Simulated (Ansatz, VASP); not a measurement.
**One calculation of PbS, two programs**

Contents of POSCAR:

```
PbS
1.0
    5.9555920687      0.0000000000      0.0000000000
    0.0000000000      2.8892837296      2.9685438740
    0.0000000000     -2.8892837296      2.9685438740
Pb S
2 2
Direct
    0.7498944786      0.2605185040      0.7605185040
    0.2501055214      0.7605185040      0.2605185040
    0.7496621066      0.7604814960      0.2604814960
    0.2503378934      0.2604814960      0.7604814960
```

Contents of INCAR.step1:

```
PREC = Accurate ; ENCUT = 520
ISMEAR = 0 ; SIGMA = 0.01
LREAL = F ; LASPH = T
NELM = 60 ; NBANDS = 28
GGA = PE ; ALGO = Normal
EDIFF = 1E-4 ; LWAVE = T
LCHARG = F
```

INCAR.step2

```
PREC = Accurate ; ENCUT = 520
EDIFF = 1E-7 ; ISMEAR = 0
SIGMA = 0.01 ; LREAL = F
LASPH = T ; NELM = 60
ALGO = Normal ; ISIF = 2
LWAVE = F ; LCHARG = F
METAGGA = R2SCAN ; LMIXTAU = T
NBANDS = 28 ; ISTART = 1
```

File KPOINTS:

```
regular mesh
0
Gamma
  4 6 6
```

Input for Ansatz:

```yaml
crystal:
  lattice:
    - [5.9555920687, 0.0, 0.0]
    - [0.0, 2.8892837296, 2.968543874]
    - [0.0, -2.8892837296, 2.968543874]
  atoms:
    - { symbol: Pb, position: [0.7498944786, 0.260518504, 0.760518504] }
    - { symbol: Pb, position: [0.2501055214, 0.760518504, 0.260518504] }
    - { symbol: S, position: [0.7496621066, 0.760481496, 0.260481496] }
    - { symbol: S, position: [0.2503378934, 0.260481496, 0.760481496] }
kpoints:
  mp_grid: { grid: [4, 6, 6] }
  band_path:
    path:
      - [0.0, 0.0, 0.0]
      - [0.0, 0.0, 0.5]
      - [0.0, 0.5, 0.500000004]
      - [0.5, 0.0, 0.0]
      - [0.5, 0.0, 0.5]
      - [0.5, 0.5, 0.500000004]
    npoints: 1
hamiltonian:
  xc: r2scan
scf:
  occupations: { method: fixed }
  n_extra_bands: 5
output:
  forces: true
  stress: true
  eigenvalues: true
```

Change from the starting cell: uniaxial_y strain -2.7%.

Alike in both runs: task single point; functional r2SCAN; k mesh 4 × 6 × 6; no spin polarisation.

```csv
,VASP,Ansatz
version,VASP 6.6.1,Ansatz 0.2.0
potentials or method,"VASP PAW PBE potentials, release 64 (Pb_d, S)","plane waves, PAW"
plane-wave cutoff (eV),520,500
occupations,"gaussian, width 0.01 eV",fixed
valence electrons in the cell,40,40
```

VASP gave:

| Quantity | Value |
| --- | --- |
| gap on the k mesh at the Fermi level (eV) | 0.51 |
| pressure (GPa) | 2.9 |
| traceless stress, the component that is largest in VASP (GPa) | 2.89 |

Question: What did Ansatz give for the same quantities?

Answer: gap on the k mesh at the Fermi level (eV): 0.50; pressure (GPa): 2.9; traceless stress, the component that is largest in VASP (GPa): 2.87.

VASP's potentials were made for PBE, not for r2SCAN.

Spin-orbit coupling is off throughout.
